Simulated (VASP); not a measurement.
Input of a VASP 6.6.1 run:

File INCAR:

```
SYSTEM = Pr
  ALGO = Normal
  EDIFF = 1E-6
  ENCUT = 520
  GGA = PE
  ISIF = 2
  ISMEAR = -1
  LASPH = .True.
  LCHARG = .False.
  LREAL = .False.
  LWAVE = .False.
  NBANDS = 12
  NELM = 60
  PREC = Accurate
  SIGMA = 0.13605693000000002
```

The input KPOINTS:

```
k-points
0
Gamma
  13 13 13
  0 0 0
```

POSCAR

```
Pr
1.0
   -1.8436107814      1.8436107814      1.8436107814
    1.8436107814     -1.8436107814      1.8436107814
    1.8436107814      1.8436107814     -1.8436107814
Pr
1
Direct
    0.0000000000      0.0000000000      0.0000000000
```

Potentials or basis: VASP PAW PBE potentials, release 64 (Pr).

Command:

```console
$ cat potpaw_PBE.64/Pr/POTCAR > POTCAR
$ mpirun -np 1 vasp_std > vasp.out
```

**Question.** Predict the pressure.

**Answer.** 0.3 GPa.

Caveat: spin-orbit coupling is left out, which moves the levels of the heavy elements. Spin polarisation is off, so any magnetic state and its effect on volume and gap are missing.
